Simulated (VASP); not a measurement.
# LiCl (P6_3mc) in VASP: single point with PBE

Aim: the single point of LiCl with PBE.

Everything below comes from runs of VASP 6.6.1. Logs are shortened: lines on timing, memory, paths and dates and some standing lists are left out, and cuts for length are marked.

### Step 1. The cell of the first run

It takes space group P6_3mc (No. 186, hexagonal). The conventional cell has a = 3.818 Å, b = 3.818 Å, c = 6.308 Å, α = 90.00°, β = 90.00°, γ = 120.00°. Within 3.1 Å of Li (site symmetry 3m) lie 4 Cl at 2.33 to 2.35 Å. Cl (site symmetry 3m) has 4 Li at 2.33 to 2.35 Å within 3.1 Å.

### Step 2. Single point, PBE

INCAR reads:

```
SYSTEM = LiCl
PREC = Accurate
ENCUT = 520
EDIFF = 1E-7
ISMEAR = 0
SIGMA = 0.1
LREAL = .False.
LASPH = .True.
NELM = 100
ALGO = Normal
ISIF = 2
LWAVE = .False.
LCHARG = .False.
GGA = PE
NBANDS = 18
```

KPOINTS reads:

```
regular mesh
0
Gamma
  6 6 4
  0 0 0
```

POSCAR reads:

```
LiCl
1.0
    3.8179253398      0.0000000000      0.0000000000
   -1.9089626699      3.3064203340      0.0000000000
    0.0000000000      0.0000000000      6.3080164704
Li Cl
2 2
Direct
    0.3333333333      0.6666666667      0.0075900355
    0.6666666667      0.3333333333      0.5075900355
    0.3333333333      0.6666666667      0.3774099645
    0.6666666667      0.3333333333      0.8774099645
```

Potentials or basis: VASP PAW PBE potentials, release 64 (Li_sv, Cl).

The run is started by

```console
cat potpaw_PBE.64/Li_sv/POTCAR potpaw_PBE.64/Cl/POTCAR > POTCAR
mpirun -np 1 vasp_std > vasp.out
```

OUTCAR:

```text
SYSTEM = LiCl
   PREC = Accurate
   ENCUT = 520
   EDIFF = 1E-7
   ISMEAR = 0
   LREAL = .False.
   LASPH = .True.
   NELM = 100
   ISIF = 2
   GGA = PE

 ion  position               nearest neighbor table
   1  0.333  0.667  0.008-   3 2.33   4 2.35   4 2.35   4 2.35
   2  0.667  0.333  0.508-   4 2.33   3 2.35   3 2.35   3 2.35
   3  0.333  0.667  0.377-   1 2.33   2 2.35   2 2.35   2 2.35
   4  0.667  0.333  0.877-   2 2.33   1 2.35   1 2.35   1 2.35

  LATTYP: Found a hexagonal cell.
 ALAT       =     3.8179253398
 C/A-ratio  =     1.6522105356

  Lattice vectors:

 A1 = (   3.8179253398,   0.0000000000,   0.0000000000)
 A2 = (  -1.9089626699,   3.3064203340,   0.0000000000)
 A3 = (   0.0000000000,   0.0000000000,   6.3080164704)

Analysis of symmetry for initial positions (statically):
=====================================================================
 Subroutine PRICEL returns:
 Original cell was already a primitive cell.

 Routine SETGRP: Setting up the symmetry group for a
 hexagonal supercell.

 Subroutine GETGRP returns: Found 12 space group operations
 (whereof  6 operations were pure point group operations)
 out of a pool of 24 trial point group operations.

The static configuration has the point symmetry C_3v.
 The point group associated with its full space group is C_6v.

Analysis of symmetry for dynamics (positions and initial velocities):
=====================================================================
 Subroutine PRICEL returns:
 Original cell was already a primitive cell.

 Routine SETGRP: Setting up the symmetry group for a
 hexagonal supercell.

 Subroutine GETGRP returns: Found 12 space group operations
 (whereof  6 operations were pure point group operations)
 out of a pool of 24 trial point group operations.

The dynamic configuration has the point symmetry C_3v.
 The point group associated with its full space group is C_6v.

 Subroutine INISYM returns: Found 12 space group operations
 (whereof  6 operations are pure point group operations),
 and found     1 'primitive' translations

----------------------------------------------------------------------------------------

                                     Primitive cell

  volume of cell :      79.6303

  direct lattice vectors                    reciprocal lattice vectors
     3.817925340  0.000000000  0.000000000     0.261922356  0.151220943  0.000000000
    -1.908962670  3.306420334  0.000000000     0.000000000  0.302441885  0.000000000
     0.000000000  0.000000000  6.308016470     0.000000000  0.000000000  0.158528438

  length of vectors
     3.817925340  3.817925340  6.308016470     0.302441885  0.302441885  0.158528438

  position of ions in fractional coordinates (direct lattice)
     0.333333333  0.666666667  0.007590036
     0.666666667  0.333333333  0.507590036
     0.333333333  0.666666667  0.377409965
     0.666666667  0.333333333  0.877409965

  ion indices of the primitive-cell ions
   primitive index   ion index
                 1           1
                 2           2
                 3           3
                 4           4

----------------------------------------------------------------------------------------

 KPOINTS: regular mesh

Automatic generation of k-mesh.
 Grid dimensions read from file:
 generate k-points for:    6    6    4

 Generating k-lattice:

  Cartesian coordinates                     Fractional coordinates (reciprocal lattice)
     0.043653726  0.025203490  0.000000000     0.166666667  0.000000000  0.000000000
     0.000000000  0.050406981  0.000000000     0.000000000  0.166666667  0.000000000
     0.000000000  0.000000000  0.039632110     0.000000000  0.000000000  0.250000000

  Length of vectors
     0.050406981  0.050406981  0.039632110

  Shift w.r.t. Gamma in fractional coordinates (k-lattice)
     0.000000000  0.000000000  0.000000000

 Subroutine IBZKPT returns following result:
 ===========================================

 Found     21 irreducible k-points:

 Following reciprocal coordinates:
            Coordinates               Weight
  0.000000  0.000000  0.000000      1.000000
  0.166667  0.000000  0.000000      6.000000
  0.333333  0.000000  0.000000      6.000000
  0.500000  0.000000  0.000000      3.000000
  0.166667  0.166667  0.000000      6.000000
  0.333333  0.166667  0.000000     12.000000
[... 13 lines left out ...]
  0.333333  0.166667  0.500000     12.000000
  0.333333  0.333333  0.500000      2.000000
   k-points           NKPTS =     21   k-points in BZ     NKDIM =     21   number of bands    NBANDS=     18
   number of dos      NEDOS =    301   number of ions     NIONS =      4
   total plane-waves  NPLWV =  37632
   dimension x,y,z NGX =    28 NGY =   28 NGZ =   48
   dimension x,y,z NGXF=    56 NGYF=   56 NGZF=   96
   ions per type =               2   2
   NGX,Y,Z   is equivalent  to a cutoff of  12.19, 12.19, 12.65 a.u.
   NGXF,Y,Z  is equivalent  to a cutoff of  24.38, 24.38, 25.30 a.u.
 SYSTEM =  LiCl
   PREC   = accura    normal or accurate (medium, high low for compatibility)
   ISTART =      0    job   : 0-new  1-cont  2-samecut
   ICHARG =      2    charge: 1-file 2-atom 10-const
   ISPIN  =      1    spin polarized calculation?
   LNONCOLLINEAR =      F non collinear calculations
   LSORBIT =      F    spin-orbit coupling
   LASPH  =      T    aspherical Exc in radial PAW
   ENCUT  =  520.0 eV  38.22 Ry    6.18 a.u.   7.10  7.10 11.73*2*pi/ulx,y,z
   NELM   =    100;   NELMIN=  2; NELMDL= -5     # of ELM steps
   EDIFF  = 0.1E-06   stopping-criterion for ELM
   LREAL  =      F    real-space projection
   EDIFFG = 0.1E-05   stopping-criterion for IOM
   NSW    =      0    number of steps for IOM
   IBRION =     -1    ionic relax: 0-MD 1-quasi-New 2-CG
   NFREE  =      0    steps in history (QN), initial steepest desc. (CG)
   ISIF   =      2    stress and relaxation
   ISYM   =      2    0-nonsym 1-usesym 2-fastsym
   POTIM  = 0.5000    time-step for ionic-motion
   TEBEG  =    0.0;   TEEND  =   0.0 temperature during run
   PSTRESS=    0.0 pullay stress
   NELECT =      20.0000    total number of electrons
   NUPDOWN=      -1.0000    fix difference up-down
   EMIN   =  10.00;   EMAX   =-10.00  energy-range for DOS
   EFERMI =   0.00;   METHOD = LEGACY
   ISMEAR =     0;   SIGMA  =   0.10  broadening in eV -4-tet -1-fermi 0-gaus
   EFERMI_NEDOS =   21; number of points for ismear=-14 and -15
   IALGO  =     38    algorithm
   IMIX   =      4    mixing-type and parameters
     AMIX     =   0.40;   BMIX     =  1.00
     AMIX_MAG =   1.60;   BMIX_MAG =  1.00
  volume/ion in A,a.u.               =      19.91       134.34
  Fermi-wavevector in a.u.,A,eV,Ry     =   1.032901  1.951900 14.515846  1.066885
  Thomas-Fermi vector in A             =   2.167121
   LORBIT       =      0    0 simple, 1 ext, 2 COOP (PROOUT), +10 PAW based schemes
   GGA     = PE    functional components
   LHFCALC =     F    Hartree Fock is set to
   AEXX    =    0.0000 exact exchange contribution
   IVDW    =     0    specifies the selected vdW correction
   LEPSILON=     F    determine dielectric tensor
   LRPA    =     F    only Hartree local field effects (RPA)
 non-spin polarized calculation
 Gauss-broadening in eV      SIGMA  =   0.10
  energy-cutoff  :      520.00
  volume of cell :       79.63
 maximum number of plane-waves:      2160
   NGX = 15   NGY = 15   NGZ = 23

 number of electron      20.0000001 magnetization

 Free energy of the ion-electron system (eV)
  ---------------------------------------------------
  ext. energy  EPLUGINS =         0.00000000
  ---------------------------------------------------
  free energy    TOTEN  =       -14.84806180 eV

  energy without entropy =      -14.84806180  energy(sigma->0) =      -14.84806180

 E-fermi :  -0.3835     XC(G=0):  -7.8259

 val. band max:       -0.9611543216   @ k =   0.0000   0.0000   0.0000
 cond. band min:       5.1728816043   @ k =   0.0000   0.0000   0.0000
 fundamental gap:      6.1340359259
 Fermi energy:        -0.3835274200

 k-point     1 :       0.0000    0.0000    0.0000
  band No.  band energies     occupation
      1     -43.7776      2.00000
      2     -43.7759      2.00000
      3     -13.7909      2.00000
      4     -13.4885      2.00000
      5      -3.1298      2.00000
      6      -1.2742      2.00000
[... 10 lines left out ...]
     17      10.1664      0.00000
     18      10.1664      0.00000

 k-point     2 :       0.1667    0.0000    0.0000
  band No.  band energies     occupation
      1     -43.7772      2.00000
      2     -43.7758      2.00000
      3     -13.7224      2.00000
      4     -13.4530      2.00000
      5      -2.9833      2.00000
      6      -1.7187      2.00000
[... 10 lines left out ...]
     17      10.3546      0.00000
     18      10.7181      0.00000

 k-point     3 :       0.3333    0.0000    0.0000
  band No.  band energies     occupation
      1     -43.7764      2.00000
      2     -43.7754      2.00000
      3     -13.5679      2.00000
      4     -13.3911      2.00000
      5      -2.7370      2.00000
      6      -2.3951      2.00000
[... 10 lines left out ...]
     17      10.9160      0.00000
     18      11.5726      0.00000

 k-point     4 :       0.5000    0.0000    0.0000
  band No.  band energies     occupation
      1     -43.7759      2.00000
      2     -43.7753      2.00000
      3     -13.4697      2.00000
      4     -13.3768      2.00000
      5      -2.9841      2.00000
      6      -2.4752      2.00000
[... 10 lines left out ...]
     17      11.0178      0.00000
     18      12.7328      0.00000

 k-point     5 :       0.1667    0.1667    0.0000
  band No.  band energies     occupation
      1     -43.7766      2.00000
      2     -43.7755      2.00000
      3     -13.6100      2.00000
      4     -13.4042      2.00000
      5      -2.7321      2.00000
      6      -2.2155      2.00000
[... 10 lines left out ...]
     17      10.6878      0.00000
     18      10.7903      0.00000

 k-point     6 :       0.3333    0.1667    0.0000
  band No.  band energies     occupation
      1     -43.7759      2.00000
      2     -43.7753      2.00000
      3     -13.4734      2.00000
      4     -13.3733      2.00000
      5      -2.8218      2.00000
      6      -2.4142      2.00000
[... 10 lines left out ...]
     17      10.9764      0.00000
     18      11.5619      0.00000

 k-point     7 :       0.3333    0.3333    0.0000
  band No.  band energies     occupation
      1     -43.7755      2.00000
      2     -43.7755      2.00000
      3     -13.3947      2.00000
      4     -13.3947      2.00000
      5      -2.8220      2.00000
      6      -2.2578      2.00000
[... 10 lines left out ...]
     17      11.5578      0.00000
     18      11.6013      0.00000

 k-point     8 :       0.0000    0.0000    0.2500
  band No.  band energies     occupation
      1     -43.7774      2.00000
      2     -43.7762      2.00000
      3     -13.7495      2.00000
      4     -13.5358      2.00000
      5      -2.8747      2.00000
      6      -1.4293      2.00000
[... 10 lines left out ...]
     17       9.8817      0.00000
     18       9.8817      0.00000
[... 166 lines left out ...]
     17      10.0742      0.00000
     18      10.0742      0.00000

 k-point    17 :       0.3333    0.0000    0.5000
  band No.  band energies     occupation
      1     -43.7759      2.00000
      2     -43.7759      2.00000
      3     -13.4817      2.00000
      4     -13.4817      2.00000
      5      -2.6269      2.00000
      6      -2.6269      2.00000
[... 10 lines left out ...]
     17      10.6788      0.00000
     18      10.6788      0.00000

 k-point    18 :       0.5000    0.0000    0.5000
  band No.  band energies     occupation
      1     -43.7756      2.00000
      2     -43.7756      2.00000
      3     -13.4240      2.00000
      4     -13.4240      2.00000
      5      -2.9084      2.00000
      6      -2.9084      2.00000
[... 10 lines left out ...]
     17      11.0125      0.00000
     18      11.0125      0.00000

 k-point    19 :       0.1667    0.1667    0.5000
  band No.  band energies     occupation
      1     -43.7760      2.00000
      2     -43.7760      2.00000
      3     -13.5099      2.00000
      4     -13.5099      2.00000
      5      -2.4424      2.00000
      6      -2.4424      2.00000
[... 10 lines left out ...]
     17      10.6090      0.00000
     18      10.6090      0.00000

 k-point    20 :       0.3333    0.1667    0.5000
  band No.  band energies     occupation
      1     -43.7756      2.00000
      2     -43.7756      2.00000
      3     -13.4242      2.00000
      4     -13.4242      2.00000
      5      -2.7450      2.00000
      6      -2.7450      2.00000
[... 10 lines left out ...]
     17      11.4034      0.00000
     18      11.4034      0.00000

 k-point    21 :       0.3333    0.3333    0.5000
  band No.  band energies     occupation
      1     -43.7755      2.00000
      2     -43.7755      2.00000
      3     -13.3950      2.00000
      4     -13.3950      2.00000
      5      -2.5184      2.00000
      6      -2.5184      2.00000
[... 10 lines left out ...]
     17      11.5161      0.00000
     18      11.5161      0.00000

------------------------ aborting loop because EDIFF is reached ----------------------------------------

  FORCE on cell =-STRESS in cart. coord.  units (eV):
  Direction    XX          YY          ZZ          XY          YZ          ZX
  --------------------------------------------------------------------------------------
  -------------------------------------------------------------------------------------
  Total        0.7112351      0.7112351      0.5892216      0.0000000      0.0000000      0.0000000
  in kB       14.3101918     14.3101918     11.8552565      0.0000000      0.0000000      0.0000000
  external PRESSURE =      13.4918800 kB  Pullay stress =       0.0000000 kB

 VOLUME and BASIS-vectors are now :
 -----------------------------------------------------------------------------
  energy-cutoff  :      520.00
  volume of cell :       79.63
      direct lattice vectors                 reciprocal lattice vectors
     3.817925340  0.000000000  0.000000000     0.261922356  0.151220943  0.000000000
    -1.908962670  3.306420334  0.000000000     0.000000000  0.302441885  0.000000000
     0.000000000  0.000000000  6.308016470     0.000000000  0.000000000  0.158528438

 POSITION                                       TOTAL-FORCE (eV/Angst)
 -----------------------------------------------------------------------------------
     -0.00000      2.20428      0.04788        -0.000000      0.000000     -0.063670
      1.90896      1.10214      3.20189        -0.000000     -0.000000     -0.063670
     -0.00000      2.20428      2.38071         0.000000     -0.000000      0.063670
      1.90896      1.10214      5.53472         0.000000     -0.000000      0.063670
 -----------------------------------------------------------------------------------
    total drift:                               -0.000000     -0.000000     -0.000976

  FREE ENERGIE OF THE ION-ELECTRON SYSTEM (eV)
  ---------------------------------------------------
  free  energy   TOTEN  =       -14.8480617980 eV

  energy  without entropy=      -14.8480617980  energy(sigma->0) =      -14.84806180
```

It took 13 s on 1 thread of Intel Xeon 6975P-C (Granite Rapids), shared host; peak memory 0.18 GiB.

What came out:

| Quantity | Value |
| --- | --- |
| Free energy | -14.8481 eV |
| Largest force | 0.064 eV/Å |
| Band gap on the k mesh | 6.13 eV, direct |

Forces in eV/Å, atoms in the order of the input:
```
Li   0.000  0.000 -0.064
Li   0.000  0.000 -0.064
Cl   0.000  0.000  0.064
Cl   0.000  0.000  0.064
```

Levels at points of the mesh, in eV from the valence-band top:
| k point | band 6 | band 7 | band 8 | band 9 | band 10 | band 11 | band 12 | band 13 | band 14 | band 15 |
| --- | --- | --- | --- | --- | --- | --- | --- | --- | --- | --- |
| (0.00, 0.00, 0.00) | -0.31 | -0.31 | -0.09 | 0.00 | 0.00 | 6.13 | 8.35 | 10.17 | 10.17 | 10.25 |
| (0.50, 0.00, 0.00) | -1.51 | -1.21 | -0.88 | -0.66 | -0.32 | 7.78 | 8.06 | 9.26 | 10.32 | 10.74 |
| (0.00, 0.00, 0.50) | -1.25 | -0.16 | -0.16 | -0.16 | -0.16 | 7.42 | 7.42 | 10.32 | 10.32 | 10.40 |
| (0.50, 0.00, 0.50) | -1.95 | -0.68 | -0.68 | -0.62 | -0.62 | 7.41 | 7.41 | 10.02 | 10.02 | 11.79 |

Caveat: the cutoff is under 1.25 times the usual one of these potentials, so pressure, stress and relaxed cells hold a basis-set (Pulay) error.
